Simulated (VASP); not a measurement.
# Si8C7 (a cell with a defect) in VASP: further runs

Runs on Si8C7 (a cell with a defect). Level: PBE. Tasks: single point, relaxation of the atoms.

Program: VASP 6.6.1. These are calculated values, not measurements. Logs are shortened: lines on timing, memory, paths and dates and some standing lists are left out, and cuts for length are marked.

## (1) The cell of the first run

The cell holds a defect, 15 atoms: a = 6.152 Å, b = 5.328 Å, c = 5.048 Å, α = 90.00°, β = 90.00°, γ = 90.00°.

## (2) Single point, PBE

INCAR reads:

```
PREC = Accurate
ENCUT = 520
EDIFF = 1E-6
ISMEAR = 0
SIGMA = 0.02
LREAL = F
LASPH = T
NELM = 120
ALGO = Normal
ISIF = 2
LWAVE = F
LCHARG = F
GGA = PE
NELECT = 62.0
NBANDS = 43
GGA_COMPAT = F
```

KPOINTS reads:

```
Automatic mesh
0
Gamma
  2 2 2
```

POSCAR reads:

```
Si8C7
1.0
   -3.0760000000     -5.3277880000      0.0000000000
    4.6140000000     -2.6638940000      0.0000000000
    0.0000000000      0.0000000000      5.0480000000
Si C
8 7
Direct
    0.5000000707      0.6279554004     -0.0236410460
    0.5000000465      0.3485171528      0.5313157686
    0.2861043103      0.1770790764      0.0013086371
    0.2529992690      0.8371033271      0.4963981775
    0.0000000384      0.6660275505     -0.0035871632
   -0.0000000827      0.3306585925      0.5039585975
    0.7138955572      0.1770790494      0.0013086371
    0.7470006820      0.8371034022      0.4963981775
    0.5000000294      0.6726753555      0.3598242868
    0.0000000064      0.3309230645      0.8801438193
    0.2494490990      0.1694196854      0.3817939778
    0.2545948097      0.8269262320      0.8723230983
   -0.0000000310      0.6688532520      0.3733379556
    0.7505508658      0.1694196930      0.3817939778
    0.7454052606      0.8269262206      0.8723230983
```

Potentials or basis: VASP PAW PBE potentials, release 64 (Si, C).

Started as:

```console
cat potpaw_PBE.64/Si/POTCAR potpaw_PBE.64/C/POTCAR > POTCAR
mpirun -np 1 vasp_std > vasp.out
```

OUTCAR:

```text
PREC = Accurate
   ENCUT = 520
   EDIFF = 1E-6
   ISMEAR = 0
   LREAL = F
   LASPH = T
   NELM = 120
   ISIF = 2
   GGA = PE
   NELECT = 62.0

 ion  position               nearest neighbor table
   1  0.500  0.628  0.976-  15 1.92  12 1.92   9 1.95   2 2.70   7 2.74   3 2.74   8 3.07   4 3.07
                             5 3.08   5 3.08
   2  0.500  0.349  0.531-   9 1.93  14 1.96  11 1.96   1 2.70   7 2.86   3 2.86   8 3.02   4 3.02
                             6 3.08   6 3.08   7 3.12   3 3.12   8 3.12   4 3.12
   3  0.286  0.177  0.001-  11 1.93  12 1.99  10 2.04   7 2.63   1 2.74   2 2.86   4 3.09   2 3.12
                             4 3.13   5 3.14
   4  0.253  0.837  0.496-  11 1.86   9 1.88  12 1.90  13 1.90   2 3.02   8 3.04   6 3.06   1 3.07
                             3 3.09   5 3.10   5 3.10   8 3.11   6 3.12   2 3.12   3 3.13
   5  0.000  0.666  0.996-  10 1.88  12 1.89  15 1.89  13 1.90   6 3.06   1 3.08   1 3.08   4 3.10
                             8 3.10   4 3.10   8 3.10   6 3.12   3 3.14   7 3.14
   6  1.000  0.331  0.504-  14 1.86  11 1.86  10 1.90  13 1.92   8 3.06   4 3.06   5 3.06   2 3.08
                             2 3.08   4 3.12   8 3.12   5 3.12
   7  0.714  0.177  0.001-  14 1.93  15 1.99  10 2.04   3 2.63   1 2.74   2 2.86   8 3.09   2 3.12
                             8 3.13   5 3.14
   8  0.747  0.837  0.496-  14 1.86   9 1.88  15 1.90  13 1.90   2 3.02   4 3.04   6 3.06   1 3.07
                             7 3.09   5 3.10   5 3.10   4 3.11   6 3.12   2 3.12   7 3.13
   9  0.500  0.673  0.360-   8 1.88   4 1.88   2 1.93   1 1.95
  10  0.000  0.331  0.880-   5 1.88   6 1.90   3 2.04   7 2.04
  11  0.249  0.169  0.382-   4 1.86   6 1.86   3 1.93   2 1.96
  12  0.255  0.827  0.872-   5 1.89   4 1.90   1 1.92   3 1.99
  13  1.000  0.669  0.373-   4 1.90   8 1.90   5 1.90   6 1.92
  14  0.751  0.169  0.382-   8 1.86   6 1.86   7 1.93   2 1.96
  15  0.745  0.827  0.872-   5 1.89   8 1.90   1 1.92   7 1.99

  LATTYP: Found a simple orthorhombic cell.
 ALAT       =     5.0480000000
 B/A-ratio  =     1.0554255573
 C/A-ratio  =     1.2187004267

  Lattice vectors:

 A1 = (   0.0000000000,   0.0000000000,  -5.0480000000)
 A2 = (   4.6140000000,  -2.6638940000,   0.0000000000)
 A3 = (  -3.0760000000,  -5.3277880000,   0.0000000000)

Analysis of symmetry for initial positions (statically):
=====================================================================
 Subroutine PRICEL returns:
 Original cell was already a primitive cell.

 Routine SETGRP: Setting up the symmetry group for a
 simple orthorhombic supercell.

 Subroutine GETGRP returns: Found  2 space group operations
 (whereof  2 operations were pure point group operations)
 out of a pool of  8 trial point group operations.

The static configuration has the point symmetry C_1h.

Analysis of symmetry for dynamics (positions and initial velocities):
=====================================================================
 Subroutine PRICEL returns:
 Original cell was already a primitive cell.

 Routine SETGRP: Setting up the symmetry group for a
 simple orthorhombic supercell.

 Subroutine GETGRP returns: Found  2 space group operations
 (whereof  2 operations were pure point group operations)
 out of a pool of  8 trial point group operations.

The dynamic configuration has the point symmetry C_1h.

 Subroutine INISYM returns: Found  2 space group operations
 (whereof  2 operations are pure point group operations),
 and found     1 'primitive' translations

----------------------------------------------------------------------------------------

                                     Primitive cell

  volume of cell :     165.4560

  direct lattice vectors                    reciprocal lattice vectors
    -3.076000000 -5.327788000  0.000000000    -0.081274382 -0.140771367  0.000000000
     4.614000000 -2.663894000  0.000000000     0.162548765 -0.093847578  0.000000000
     0.000000000  0.000000000  5.048000000     0.000000000  0.000000000  0.198098257

  length of vectors
     6.151999754  5.327788213  5.048000000     0.162548771  0.187695149  0.198098257

  position of ions in fractional coordinates (direct lattice)
     0.500000071  0.627955400  0.976358954
     0.500000046  0.348517153  0.531315769
     0.286104310  0.177079076  0.001308637
     0.252999269  0.837103327  0.496398177
     0.000000038  0.666027550  0.996412837
     0.999999917  0.330658593  0.503958598
     0.713895557  0.177079049  0.001308637
     0.747000682  0.837103402  0.496398177
     0.500000029  0.672675355  0.359824287
     0.000000006  0.330923064  0.880143819
     0.249449099  0.169419685  0.381793978
     0.254594810  0.826926232  0.872323098
     0.999999969  0.668853252  0.373337956
     0.750550866  0.169419693  0.381793978
     0.745405261  0.826926221  0.872323098

  ion indices of the primitive-cell ions
   primitive index   ion index
                 1           1
                 2           2
                 3           3
                 4           4
                 5           5
                 6           6
                 7           7
                 8           8
                 9           9
                10          10
                11          11
                12          12
                13          13
                14          14
                15          15

----------------------------------------------------------------------------------------

 KPOINTS: Automatic mesh

Automatic generation of k-mesh.
 Grid dimensions read from file:
 generate k-points for:    2    2    2

 Generating k-lattice:

  Cartesian coordinates                     Fractional coordinates (reciprocal lattice)
    -0.040637191 -0.070385684  0.000000000     0.500000000 -0.000000000  0.000000000
     0.081274382 -0.046923789  0.000000000     0.000000000  0.500000000  0.000000000
     0.000000000  0.000000000  0.099049128     0.000000000  0.000000000  0.500000000

  Length of vectors
     0.081274386  0.093847574  0.099049128

  Shift w.r.t. Gamma in fractional coordinates (k-lattice)
     0.000000000  0.000000000  0.000000000

 Subroutine IBZKPT returns following result:
 ===========================================

 Found      8 irreducible k-points:

 Following reciprocal coordinates:
            Coordinates               Weight
  0.000000  0.000000  0.000000      1.000000
  0.500000  0.000000  0.000000      1.000000
  0.000000  0.500000  0.000000      1.000000
  0.500000  0.500000  0.000000      1.000000
  0.000000  0.000000  0.500000      1.000000
  0.500000  0.000000  0.500000      1.000000
  0.000000  0.500000  0.500000      1.000000
  0.500000  0.500000  0.500000      1.000000
   k-points           NKPTS =      8   k-points in BZ     NKDIM =      8   number of bands    NBANDS=     43
   number of dos      NEDOS =    301   number of ions     NIONS =     15
   total plane-waves  NPLWV =  76800
   dimension x,y,z NGX =    48 NGY =   40 NGZ =   40
   dimension x,y,z NGXF=    96 NGYF=   80 NGZF=   80
   ions per type =               8   7
   NGX,Y,Z   is equivalent  to a cutoff of  12.97, 12.48, 13.17 a.u.
   NGXF,Y,Z  is equivalent  to a cutoff of  25.94, 24.96, 26.35 a.u.
 SYSTEM =  unknown system
   PREC   = accura    normal or accurate (medium, high low for compatibility)
   ISTART =      0    job   : 0-new  1-cont  2-samecut
   ICHARG =      2    charge: 1-file 2-atom 10-const
   ISPIN  =      1    spin polarized calculation?
   LNONCOLLINEAR =      F non collinear calculations
   LSORBIT =      F    spin-orbit coupling
   LASPH  =      T    aspherical Exc in radial PAW
   ENCUT  =  520.0 eV  38.22 Ry    6.18 a.u.  11.44  9.91  9.39*2*pi/ulx,y,z
   NELM   =    120;   NELMIN=  2; NELMDL= -5     # of ELM steps
   EDIFF  = 0.1E-05   stopping-criterion for ELM
   LREAL  =      F    real-space projection
   EDIFFG = 0.1E-04   stopping-criterion for IOM
   NSW    =      0    number of steps for IOM
   IBRION =     -1    ionic relax: 0-MD 1-quasi-New 2-CG
   NFREE  =      0    steps in history (QN), initial steepest desc. (CG)
   ISIF   =      2    stress and relaxation
   ISYM   =      2    0-nonsym 1-usesym 2-fastsym
   POTIM  = 0.5000    time-step for ionic-motion
   TEBEG  =    0.0;   TEEND  =   0.0 temperature during run
   PSTRESS=    0.0 pullay stress
   NELECT =      62.0000    total number of electrons
   NUPDOWN=      -1.0000    fix difference up-down
   EMIN   =  10.00;   EMAX   =-10.00  energy-range for DOS
   EFERMI =   0.00;   METHOD = LEGACY
   ISMEAR =     0;   SIGMA  =   0.02  broadening in eV -4-tet -1-fermi 0-gaus
   EFERMI_NEDOS =   21; number of points for ismear=-14 and -15
   IALGO  =     38    algorithm
   IMIX   =      4    mixing-type and parameters
     AMIX     =   0.40;   BMIX     =  1.00
     AMIX_MAG =   1.60;   BMIX_MAG =  1.00
  volume/ion in A,a.u.               =      11.03        74.44
  Fermi-wavevector in a.u.,A,eV,Ry     =   1.180260  2.230369 18.953116  1.393015
  Thomas-Fermi vector in A             =   2.316556
   LORBIT       =      0    0 simple, 1 ext, 2 COOP (PROOUT), +10 PAW based schemes
   GGA     = PE    functional components
   LHFCALC =     F    Hartree Fock is set to
   AEXX    =    0.0000 exact exchange contribution
   IVDW    =     0    specifies the selected vdW correction
   LEPSILON=     F    determine dielectric tensor
   LRPA    =     F    only Hartree local field effects (RPA)
 non-spin polarized calculation
 Gauss-broadening in eV      SIGMA  =   0.02
  energy-cutoff  :      520.00
  volume of cell :      165.46
 maximum number of plane-waves:      4500
 NGX is ok and might be reduce to    48
   NGX = 23   NGY = 19   NGZ = 19

 number of electron      61.9999999 magnetization

 Free energy of the ion-electron system (eV)
  ---------------------------------------------------
  ext. energy  EPLUGINS =         0.00000000
  ---------------------------------------------------
  free energy    TOTEN  =       -87.95166467 eV

  energy without entropy =      -87.95166467  energy(sigma->0) =      -87.95166467

 E-fermi :   9.6318     XC(G=0): -11.3602

 val. band max:        9.5390227414   @ k =   0.0000   0.5000   0.0000
 cond. band min:       9.7216715227   @ k =   0.5000   0.0000   0.5000
 fundamental gap:      0.1826487813
 Fermi energy:         9.6317738805

 k-point     1 :       0.0000    0.0000    0.0000
  band No.  band energies     occupation
      1      -7.4655      2.00000
      2      -4.5908      2.00000
      3      -4.3985      2.00000
      4      -4.2035      2.00000
      5      -3.6105      2.00000
      6      -2.5759      2.00000
[... 35 lines left out ...]
     42      14.9163      0.00000
     43      15.2011      0.00000

 k-point     2 :       0.5000    0.0000    0.0000
  band No.  band energies     occupation
      1      -6.8453      2.00000
      2      -6.4466      2.00000
      3      -3.6450      2.00000
      4      -3.4714      2.00000
      5      -3.3221      2.00000
      6      -2.8947      2.00000
[... 268 lines left out ...]
 k-point     8 :       0.5000    0.5000    0.5000
  band No.  band energies     occupation
      1      -4.9925      2.00000
      2      -4.8615      2.00000
      3      -4.8481      2.00000
      4      -4.7356      2.00000
      5      -4.5425      2.00000
      6      -4.4695      2.00000
[... 35 lines left out ...]
     42      14.6994      0.00000
     43      14.9055      0.00000

------------------------ aborting loop because EDIFF is reached ----------------------------------------

  FORCE on cell =-STRESS in cart. coord.  units (eV):
  Direction    XX          YY          ZZ          XY          YZ          ZX
  --------------------------------------------------------------------------------------
  -------------------------------------------------------------------------------------
  Total       21.5495739     18.0329609     29.5160939     -3.0454744      1.6106709     -2.7897640
  in kB      208.6731932    174.6204144    285.8162105    -29.4905538     15.5967741    -27.0144072
  external PRESSURE =     223.0366061 kB  Pullay stress =       0.0000000 kB

 VOLUME and BASIS-vectors are now :
 -----------------------------------------------------------------------------
  energy-cutoff  :      520.00
  volume of cell :      165.46
      direct lattice vectors                 reciprocal lattice vectors
    -3.076000000 -5.327788000  0.000000000    -0.081274382 -0.140771367  0.000000000
     4.614000000 -2.663894000  0.000000000     0.162548765 -0.093847578  0.000000000
     0.000000000  0.000000000  5.048000000     0.000000000  0.000000000  0.198098257

 POSITION                                       TOTAL-FORCE (eV/Angst)
 -----------------------------------------------------------------------------------
      1.35939     -4.33670      4.92866        -0.005024      0.002900     -0.026907
      0.07006     -3.59231      2.68208         0.015263     -0.008812     -0.012357
     -0.06301     -1.99602      0.00661        -0.010283     -0.010949     -0.001341
      3.08417     -3.57788      2.50582        -0.000764     -0.000124     -0.013115
      3.07305     -1.77423      5.02989        -0.000167      0.000096      0.008820
     -1.55034     -6.20863      2.54398        -0.003819      0.002205     -0.006165
     -1.37890     -4.27520      0.00661         0.004341      0.014380     -0.001341
      1.56462     -6.20982      2.50582        -0.000275      0.000723     -0.013115
      1.56572     -4.45583      1.81639        -0.012364      0.007138      0.008183
      1.52688     -0.88154      4.44297        -0.012956      0.007480      0.009207
      0.01440     -1.78033      1.92730         0.003141     -0.006332      0.008262
      3.03230     -3.55927      4.40349         0.011866     -0.000850      0.010529
      0.01009     -7.10954      1.88461        -0.002683      0.001549      0.010550
     -1.52699     -4.45009      1.92730         0.007054      0.000445      0.008262
      1.52257     -6.17421      4.40349         0.006669     -0.009851      0.010529
 -----------------------------------------------------------------------------------
    total drift:                               -0.000058      0.000087     -0.000152

  FREE ENERGIE OF THE ION-ELECTRON SYSTEM (eV)
  ---------------------------------------------------
  free  energy   TOTEN  =       -87.9516646718 eV

  energy  without entropy=      -87.9516646718  energy(sigma->0) =      -87.95166467
```

It took 37 s on 1 thread of Intel Xeon Platinum 8488C (Sapphire Rapids), shared host; peak memory 0.26 GiB.

What came out:

```
Free energy   : -87.9517 eV
Largest force : 0.028 eV/Å
```

Forces on the atoms (eV/Å):
```
Si  -0.005  0.003 -0.027
Si   0.015 -0.009 -0.012
Si  -0.010 -0.011 -0.001
Si  -0.001  0.000 -0.013
Si   0.000  0.000  0.009
Si  -0.004  0.002 -0.006
Si   0.004  0.014 -0.001
Si   0.000  0.001 -0.013
C   -0.012  0.007  0.008
C   -0.013  0.007  0.009
C    0.003 -0.006  0.008
C    0.012 -0.001  0.011
C   -0.003  0.002  0.011
C    0.007  0.000  0.008
C    0.007 -0.010  0.011
```

Caveat: the k points lie up to 0.62 Å⁻¹ apart; the cell carries a net charge on a neutralising background, which shifts energy and pressure; the cell is charged against a uniform background, so pressure and absolute levels hang on convention.

[end of part 1 of 3]
